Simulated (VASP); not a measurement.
Wanted: the native input for a VASP 6.6.1 run.

* Task: electric field gradients
* Functional: PBE
* Potentials or basis: VASP PAW PBE potentials, release 64 (Zn, S)
* Cutoff: 520 eV
* k mesh: 3 × 3 × 3
* Occupations: gaussian, width 0.01 eV
* Spin: no spin polarisation
* Dipole correction: no
* Further INCAR settings: LREAL = Auto; ALGO = Normal; EDIFF = 1e-08; NBANDS = 86

The structure of ZnS lies in POSCAR:

```
ZnS
1.0
    0.0000000000      5.4040000000      5.4040000000
    5.4040000000      0.0000000000      5.4040000000
    5.4040000000      5.4040000000      0.0000000000
Zn S
8 8
Direct
    0.1250000000      0.1250000000      0.1250000000
    0.1250000000      0.1250000000      0.6250000000
    0.1250000000      0.6250000000      0.1250000000
    0.1250000000      0.6250000000      0.6250000000
    0.6250000000      0.1250000000      0.1250000000
    0.6250000000      0.1250000000      0.6250000000
    0.6250000000      0.6250000000      0.1250000000
    0.6250000000      0.6250000000      0.6250000000
    0.0000000000      0.0000000000      0.0000000000
    0.0000000000      0.0000000000      0.5000000000
    0.0000000000      0.5000000000      0.0000000000
    0.0000000000      0.5000000000      0.5000000000
    0.5000000000      0.0000000000      0.0000000000
    0.5000000000      0.0000000000      0.5000000000
    0.5000000000      0.5000000000      0.0000000000
    0.5000000000      0.5000000000      0.5000000000
```

The input as run:

INCAR

```
PREC = Accurate
ENCUT = 520
EDIFF = 1E-8
ISMEAR = 0
SIGMA = 0.01
LREAL = Auto
LASPH = True
NELM = 80
ALGO = Normal
ISIF = 2
LWAVE = False
LCHARG = False
GGA = PE
LEFG = True
NBANDS = 86
```

KPOINTS

```
regular mesh
0
Gamma
  3 3 3
```

Potentials or basis: VASP PAW PBE potentials, release 64 (Zn, S).

Launch:

```console
$ cat potpaw_PBE.64/Zn/POTCAR potpaw_PBE.64/S/POTCAR > POTCAR
$ mpirun -np 1 vasp_std > vasp.out
```

It gave:

```json
{"Pressure": "1.8 GPa", "Band gap on the k mesh": "2.11 eV"}
```

Caveat: without QUAD_EFG the Cq values of the log hold for a quadrupole moment of 1 mb, not for the nuclei.

Run time: 3.3 min on 1 thread of Intel(R) Xeon(R) Platinum 8559C (Emerald Rapids), on a shared host, peak memory 0.49 GiB.
